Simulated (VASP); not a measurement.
Set up this calculation in VASP 6.6.1, as the native input.

| Property | Result |
| --- | --- |
| Task | single point |
| Functional | PBEsol |
| Potentials or basis | VASP PAW PBE potentials, release 64 (Na_pv) |
| Cutoff | 520 eV |
| k mesh | 18 × 18 × 18 |
| Occupations | gaussian, width 0.15 eV |
| Spin | no spin polarisation |
| Dipole correction | no |
| Further INCAR settings | ALGO = Fast; EDIFF = 1e-07; NBANDS = 10 |

The structure of Na lies in POSCAR:

```
Na
1.0
   -1.6302800879      2.1464305404      2.1464305404
    2.1464305404     -1.6302800879      2.1464305404
    2.1464305404      2.1464305404     -1.6302800879
Na
1
Direct
    0.0000000000      0.0000000000      0.0000000000
```

This cell differs from its parent crystal: ratio of the length along [111] to the lengths across it x 1.41, volume and fractional coordinates fixed.

These files were run (other wordings do the same):

INCAR

```
PREC = Accurate ; ENCUT = 520
EDIFF = 1E-7 ; ISMEAR = 0
SIGMA = 0.15 ; LREAL = F
LASPH = T ; NELM = 100
ALGO = Fast ; ISIF = 2
LWAVE = F ; LCHARG = F
GGA = PS ; NBANDS = 10
```

KPOINTS

```
Automatic mesh
0
Gamma
  18 18 18
```

Potentials or basis: VASP PAW PBE potentials, release 64 (Na_pv).

The run is started by

```console
$ cat potpaw_PBE.64/Na_pv/POTCAR > POTCAR
$ mpirun -np 1 vasp_std > vasp.out
```

Results of the run:

| Item | Value |
| --- | --- |
| Pressure | -0.1 GPa |
| Band gap on the k mesh | zero (an odd number of electrons rules out a gap without spin polarisation) |

Caveat: the PAW data sets were made with another functional, which shifts forces and pressure a little.

Run time: 100 s on 1 thread of Intel(R) Xeon(R) 6975P-C (Granite Rapids), with other jobs on the host, peak memory 0.28 GiB.
